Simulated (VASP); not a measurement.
# B in VASP: notebook

The runs below take B through single point, with PBE.

Everything below comes from runs of VASP 6.6.1. Logs are shortened: lines on timing, memory, paths and dates and some standing lists are left out, and cuts for length are marked.

## (1) The cell of the first run

The cell holds a sheet with vacuum, 2 atoms: a = 1.698 Å, b = 1.698 Å, c = 18.000 Å, α = 90.00°, β = 90.00°, γ = 90.00°.

## (2) Single point, PBE

INCAR reads:

```
  PREC = Accurate
  ENCUT = 520
  EDIFF = 1E-6
  ISMEAR = 0
  SIGMA = 0.1
  LREAL = F
  LASPH = T
  NELM = 100
  ALGO = Normal
  ISIF = 2
  LWAVE = F
  LCHARG = F
  LDIPOL = T
  IDIPOL = 3
  DIPOL = 0.5 0.5 0.500
  GGA = PE
  NBANDS = 10
```

KPOINTS reads:

```
regular mesh
0
Gamma
  10 10 1
```

POSCAR reads:

```
B
1.0
    1.6980040000      0.0000000000      0.0000000000
    0.0000000000      1.6980040000      0.0000000000
    0.0000000000      0.0000000000     18.0000000000
B
2
Direct
    0.5000000000      0.5000000000      0.4028499900
    0.5000000000      0.5000000000      0.5971500100
```

Potentials or basis: VASP PAW PBE potentials, release 64 (B).

The run is started by

```console
cat potpaw_PBE.64/B/POTCAR > POTCAR
mpirun -np 1 vasp_std > vasp.out
```

OUTCAR:

```text
PREC = Accurate
   ENCUT = 520
   EDIFF = 1E-6
   ISMEAR = 0
   LREAL = F
   LASPH = T
   NELM = 100
   ISIF = 2
   GGA = PE

 ion  position               nearest neighbor table
   1  0.500  0.500  0.403-
   2  0.500  0.500  0.597-

  LATTYP: Found a simple tetragonal cell.
 ALAT       =     1.6980040000
 C/A-ratio  =    10.6006817416

  Lattice vectors:

 A1 = (   1.6980040000,   0.0000000000,   0.0000000000)
 A2 = (   0.0000000000,   1.6980040000,   0.0000000000)
 A3 = (   0.0000000000,   0.0000000000,  18.0000000000)

Analysis of symmetry for initial positions (statically):
=====================================================================
 Subroutine PRICEL returns:
 Original cell was already a primitive cell.

 Routine SETGRP: Setting up the symmetry group for a
 simple tetragonal supercell.

 Subroutine GETGRP returns: Found 16 space group operations
 (whereof 16 operations were pure point group operations)
 out of a pool of 16 trial point group operations.

The static configuration has the point symmetry D_4h.

Analysis of symmetry for dynamics (positions and initial velocities):
=====================================================================
 Subroutine PRICEL returns:
 Original cell was already a primitive cell.

 Routine SETGRP: Setting up the symmetry group for a
 simple tetragonal supercell.

 Subroutine GETGRP returns: Found 16 space group operations
 (whereof 16 operations were pure point group operations)
 out of a pool of 16 trial point group operations.

The dynamic configuration has the point symmetry D_4h.

 Subroutine INISYM returns: Found 16 space group operations
 (whereof 16 operations are pure point group operations),
 and found     1 'primitive' translations

----------------------------------------------------------------------------------------

                                     Primitive cell

  volume of cell :      51.8979

  direct lattice vectors                    reciprocal lattice vectors
     1.698004000  0.000000000  0.000000000     0.588926763  0.000000000  0.000000000
     0.000000000  1.698004000  0.000000000     0.000000000  0.588926763  0.000000000
     0.000000000  0.000000000 18.000000000     0.000000000  0.000000000  0.055555556

  length of vectors
     1.698004000  1.698004000 18.000000000     0.588926763  0.588926763  0.055555556

  position of ions in fractional coordinates (direct lattice)
     0.500000000  0.500000000  0.402849990
     0.500000000  0.500000000  0.597150010

  ion indices of the primitive-cell ions
   primitive index   ion index
                 1           1
                 2           2

----------------------------------------------------------------------------------------

 KPOINTS: regular mesh

Automatic generation of k-mesh.
 Grid dimensions read from file:
 generate k-points for:   10   10    1

 Generating k-lattice:

  Cartesian coordinates                     Fractional coordinates (reciprocal lattice)
     0.058892676  0.000000000  0.000000000     0.100000000  0.000000000  0.000000000
     0.000000000  0.058892676  0.000000000     0.000000000  0.100000000  0.000000000
     0.000000000  0.000000000  0.055555556     0.000000000  0.000000000  1.000000000

  Length of vectors
     0.058892676  0.058892676  0.055555556

  Shift w.r.t. Gamma in fractional coordinates (k-lattice)
     0.000000000  0.000000000  0.000000000

 Subroutine IBZKPT returns following result:
 ===========================================

 Found     21 irreducible k-points:

 Following reciprocal coordinates:
            Coordinates               Weight
  0.000000  0.000000  0.000000      1.000000
  0.100000  0.000000  0.000000      4.000000
  0.200000  0.000000  0.000000      4.000000
  0.300000  0.000000  0.000000      4.000000
  0.400000  0.000000  0.000000      4.000000
  0.500000  0.000000  0.000000      2.000000
[... 13 lines left out ...]
  0.500000  0.400000  0.000000      4.000000
  0.500000  0.500000  0.000000      1.000000
   k-points           NKPTS =     21   k-points in BZ     NKDIM =     21   number of bands    NBANDS=     10
   number of dos      NEDOS =    301   number of ions     NIONS =      2
   total plane-waves  NPLWV =  27440
   dimension x,y,z NGX =    14 NGY =   14 NGZ =  140
   dimension x,y,z NGXF=    28 NGYF=   28 NGZF=  280
   ions per type =               2
   NGX,Y,Z   is equivalent  to a cutoff of  13.71, 13.71, 12.93 a.u.
   NGXF,Y,Z  is equivalent  to a cutoff of  27.41, 27.41, 25.86 a.u.
 SYSTEM =  unknown system
   PREC   = accura    normal or accurate (medium, high low for compatibility)
   ISTART =      0    job   : 0-new  1-cont  2-samecut
   ICHARG =      2    charge: 1-file 2-atom 10-const
   ISPIN  =      1    spin polarized calculation?
   LNONCOLLINEAR =      F non collinear calculations
   LSORBIT =      F    spin-orbit coupling
   LASPH  =      T    aspherical Exc in radial PAW
   ENCUT  =  520.0 eV  38.22 Ry    6.18 a.u.   3.16  3.16 33.47*2*pi/ulx,y,z
   NELM   =    100;   NELMIN=  2; NELMDL= -5     # of ELM steps
   EDIFF  = 0.1E-05   stopping-criterion for ELM
   LREAL  =      F    real-space projection
   EDIFFG = 0.1E-04   stopping-criterion for IOM
   NSW    =      0    number of steps for IOM
   IBRION =     -1    ionic relax: 0-MD 1-quasi-New 2-CG
   NFREE  =      0    steps in history (QN), initial steepest desc. (CG)
   ISIF   =      2    stress and relaxation
   ISYM   =      2    0-nonsym 1-usesym 2-fastsym
   POTIM  = 0.5000    time-step for ionic-motion
   TEBEG  =    0.0;   TEEND  =   0.0 temperature during run
   PSTRESS=    0.0 pullay stress
   NELECT =       6.0000    total number of electrons
   NUPDOWN=      -1.0000    fix difference up-down
   EMIN   =  10.00;   EMAX   =-10.00  energy-range for DOS
   EFERMI =   0.00;   METHOD = LEGACY
   ISMEAR =     0;   SIGMA  =   0.10  broadening in eV -4-tet -1-fermi 0-gaus
   EFERMI_NEDOS =   21; number of points for ismear=-14 and -15
   IALGO  =     38    algorithm
   IMIX   =      4    mixing-type and parameters
     AMIX     =   0.40;   BMIX     =  1.00
     AMIX_MAG =   1.60;   BMIX_MAG =  1.00
  volume/ion in A,a.u.               =      25.95       175.11
  Fermi-wavevector in a.u.,A,eV,Ry     =   0.797521  1.507096  8.653839  0.636039
  Thomas-Fermi vector in A             =   1.904254
   LORBIT       =      0    0 simple, 1 ext, 2 COOP (PROOUT), +10 PAW based schemes
   GGA     = PE    functional components
   LHFCALC =     F    Hartree Fock is set to
   AEXX    =    0.0000 exact exchange contribution
   IVDW    =     0    specifies the selected vdW correction
   LEPSILON=     F    determine dielectric tensor
   LRPA    =     F    only Hartree local field effects (RPA)
 non-spin polarized calculation
 Gauss-broadening in eV      SIGMA  =   0.10
  energy-cutoff  :      520.00
  volume of cell :       51.90
 maximum number of plane-waves:      1444
 NGX is ok and might be reduce to    14
   NGX =  7   NGY =  7   NGZ = 67

 dipolmoment           0.000000      0.000000     -0.000000 electrons x Angstroem

 number of electron       6.0000000 magnetization

 dipolmoment           0.000000      0.000000      0.000000 electrons x Angstroem

 Free energy of the ion-electron system (eV)
  ---------------------------------------------------
  ext. energy  EPLUGINS =         0.00000000
  ---------------------------------------------------
  free energy    TOTEN  =       -10.12219555 eV

  energy without entropy =      -10.11603003  energy(sigma->0) =      -10.11911279

 E-fermi :  -1.5415     XC(G=0):  -4.3717

 val. band max:       -1.6004603437   @ k =   0.3000   0.1000   0.0000
 cond. band min:      -1.5088479568   @ k =   0.5000   0.4000   0.0000
 fundamental gap:      0.0916123870
 Fermi energy:        -1.5415117872

 k-point     1 :       0.0000    0.0000    0.0000
  band No.  band energies     occupation
      1     -16.0479      2.00000
      2     -15.7938      2.00000
      3      -7.6204      2.00000
      4      -6.3538      2.00000
      5       2.1975      0.00000
      6       2.7731      0.00000
      7       3.6648      0.00000
      8       5.3937      0.00000
      9       5.5082      0.00000
     10       8.2631      0.00000

 k-point     2 :       0.1000    0.0000    0.0000
  band No.  band energies     occupation
      1     -15.6783      2.00000
      2     -15.4315      2.00000
      3      -7.1260      2.00000
      4      -5.8664      2.00000
      5       2.6813      0.00000
      6       3.2809      0.00000
      7       4.1659      0.00000
      8       5.8951      0.00000
      9       5.9744      0.00000
     10       8.7558      0.00000

 k-point     3 :       0.2000    0.0000    0.0000
  band No.  band energies     occupation
      1     -14.5853      2.00000
      2     -14.3600      2.00000
      3      -5.6545      2.00000
      4      -4.4192      2.00000
      5       4.0297      0.00000
      6       4.7708      0.00000
      7       5.6066      0.00000
      8       7.1665      0.00000
      9       7.2591      0.00000
     10       9.0074      0.00000

 k-point     4 :       0.3000    0.0000    0.0000
  band No.  band energies     occupation
      1     -12.8328      2.00000
      2     -12.6437      2.00000
      3      -3.2608      2.00000
      4      -2.0818      2.00000
      5       3.1614      0.00000
      6       3.6227      0.00000
      7       7.1430      0.00000
      8       7.4754      0.00000
      9       8.4610      0.00000
     10      10.0722      0.00000

 k-point     5 :       0.4000    0.0000    0.0000
  band No.  band energies     occupation
      1     -10.6555      2.00000
      2     -10.5211      2.00000
      3      -0.8755      0.00000
      4      -0.5599      0.00000
      5      -0.0769      0.00000
      6       0.9202      0.00000
      7      10.4684      0.00000
      8      10.7476      0.00000
      9      11.0838      0.00000
     10      12.0359      0.00000

 k-point     6 :       0.5000    0.0000    0.0000
  band No.  band energies     occupation
      1      -9.2607      2.00000
      2      -9.1806      2.00000
      3      -2.8725      2.00000
      4      -2.5738      2.00000
      5       2.0631      0.00000
      6       2.8593      0.00000
      7       8.5759      0.00000
      8      10.4949      0.00000
      9      14.5795      0.00000
     10      15.2464      0.00000
[... 144 lines left out ...]
 k-point    18 :       0.5000    0.3000    0.0000
  band No.  band energies     occupation
      1      -5.2934      2.00000
      2      -5.2239      2.00000
      3      -1.8848      2.00000
      4      -1.7521      1.99710
      5       6.0445      0.00000
      6       6.7392      0.00000
      7      13.2131      0.00000
      8      13.9861      0.00000
      9      14.8669      0.00000
     10      15.0951      0.00000

 k-point    19 :       0.4000    0.4000    0.0000
  band No.  band energies     occupation
      1      -4.6670      2.00000
      2      -4.5742      2.00000
      3      -0.3843      0.00000
      4      -0.3419      0.00000
      5       6.8400      0.00000
      6       7.6032      0.00000
      7      12.0483      0.00000
      8      12.5713      0.00000
      9      15.0847      0.00000
     10      15.8038      0.00000

 k-point    20 :       0.5000    0.4000    0.0000
  band No.  band energies     occupation
      1      -2.7791      2.00000
      2      -2.7231      2.00000
      3      -1.5088      0.64413
      4      -1.4414      0.15683
      5       8.6084      0.00000
      6       9.1727      0.00000
      7      12.8585      0.00000
      8      12.8824      0.00000
      9      13.1050      0.00000
     10      13.4852      0.00000

 k-point    21 :       0.5000    0.5000    0.0000
  band No.  band energies     occupation
      1      -1.3668      0.01349
      2      -1.3668      0.01349
      3      -1.3241      0.00211
      4      -1.3241      0.00211
      5      10.0837      0.00000
      6      10.5176      0.00000
      7      10.5355      0.00000
      8      10.7502      0.00000
      9      12.4914      0.00000
     10      13.0085      0.00000

------------------------ aborting loop because EDIFF is reached ----------------------------------------

 vacuum level on the upper side and lower side of the slab       (xc-potential included)        -0.113        -0.113

  FORCE on cell =-STRESS in cart. coord.  units (eV):
  Direction    XX          YY          ZZ          XY          YZ          ZX
  --------------------------------------------------------------------------------------
  -------------------------------------------------------------------------------------
  Total        1.5642140      1.5642140      0.4016521      0.0000000      0.0000000      0.0000000
  in kB       48.2899594     48.2899594     12.3996870      0.0000000      0.0000000      0.0000000
  external PRESSURE =      36.3265352 kB  Pullay stress =       0.0000000 kB

 VOLUME and BASIS-vectors are now :
 -----------------------------------------------------------------------------
  energy-cutoff  :      520.00
  volume of cell :       51.90
      direct lattice vectors                 reciprocal lattice vectors
     1.698004000  0.000000000  0.000000000     0.588926763  0.000000000  0.000000000
     0.000000000  1.698004000  0.000000000     0.000000000  0.588926763  0.000000000
     0.000000000  0.000000000 18.000000000     0.000000000  0.000000000  0.055555556

 POSITION                                       TOTAL-FORCE (eV/Angst)
 -----------------------------------------------------------------------------------
      0.84900      0.84900      7.25130        -0.000000      0.000000     -0.117518
      0.84900      0.84900     10.74870         0.000000      0.000000      0.117518
 -----------------------------------------------------------------------------------
    total drift:                               -0.000000      0.000000      0.000000

  FREE ENERGIE OF THE ION-ELECTRON SYSTEM (eV)
  ---------------------------------------------------
  free  energy   TOTEN  =       -10.1221955489 eV

  energy  without entropy=      -10.1160300260  energy(sigma->0) =      -10.11911279

 vacuum level on the upper side and lower side of the slab         3.221         3.221
```

Run time: 21 s. Hardware: 1 thread of AMD EPYC 7R43 (Zen 3), shared host; peak memory 0.12 GiB.

What came out:

```yaml
Free_energy: -10.1222 eV
Largest_force: 0.118 eV/Å
Band_gap_on_the_k_mesh: zero (band 3 reaches 1.04 eV, above the bottom of band 4 at -6.35 eV)
```

Forces on the atoms (eV/Å):
```
B    0.000  0.000 -0.118
B    0.000  0.000  0.118
```

Levels at points of the mesh, in eV from the Fermi level:
| k point | band 1 | band 2 | band 3 | band 4 | band 5 | band 6 | band 7 | band 8 | band 9 |
| --- | --- | --- | --- | --- | --- | --- | --- | --- | --- |
| (0.00, 0.00, 0.00) | -14.51 | -14.25 | -6.08 | -4.81 | 3.74 | 4.31 | 5.21 | 6.94 | 7.05 |
| (0.50, 0.00, 0.00) | -7.72 | -7.64 | -1.33 | -1.03 | 3.60 | 4.40 | 10.12 | 12.04 | 16.12 |
| (0.50, 0.50, 0.00) | 0.17 | 0.17 | 0.22 | 0.22 | 11.63 | 12.06 | 12.08 | 12.29 | 14.03 |

Caveat: the k points lie up to 0.37 Å⁻¹ apart.

(Part 1 of 2 ends here.)
